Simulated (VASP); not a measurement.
Runs of VASP 6.6.1 on Ti. The structure is that of space group P6_3/mmc (No. 194), or close to it. The cells are those of the table. 

```csv
task,level,cell,cutoff (eV),gap on the mesh (eV),pressure (GPa),relaxed volume (Å³/atom)
relaxation of cell and atoms,PBE,"relaxed from a = 2.950, b = 2.950, c = 4.680 Å, angles 90.0, 90.0, 120.0°, 2 atoms",600,none,0.0,17.35
relaxation of cell and atoms,r2SCAN,"relaxed from a = 2.936, b = 2.936, c = 4.658 Å, angles 90.0, 90.0, 120.0°, 2 atoms",600,none,0.0,(a)
single point,r2SCAN,"a = 2.931, b = 2.931, c = 4.655 Å, angles 90.0, 90.0, 120.0°, 2 atoms",520,none,0.4,-
single point,PBE,"a = 2.931, b = 2.931, c = 4.655 Å, angles 90.0, 90.0, 120.0°, 2 atoms",520,none,(b),-
single point,PBE,"a = 2.936, b = 2.936, c = 4.658 Å, angles 90.0, 90.0, 120.0°, 2 atoms",520,none,-0.3,-
```

Alike in all rows: potentials or basis VASP PAW PBE potentials, release 64 (Ti_sv); no spin polarisation; k mesh 12 × 12 × 6; smearing fermi-dirac 0.02 eV.

Fill in the values left out.

(a) 17.37; (b) 0.2.

Caveats: the PAW data sets were made with another functional, which shifts forces and pressure a little (at least some runs).

A gap of «none» marks levels without a gap at the run's occupations.
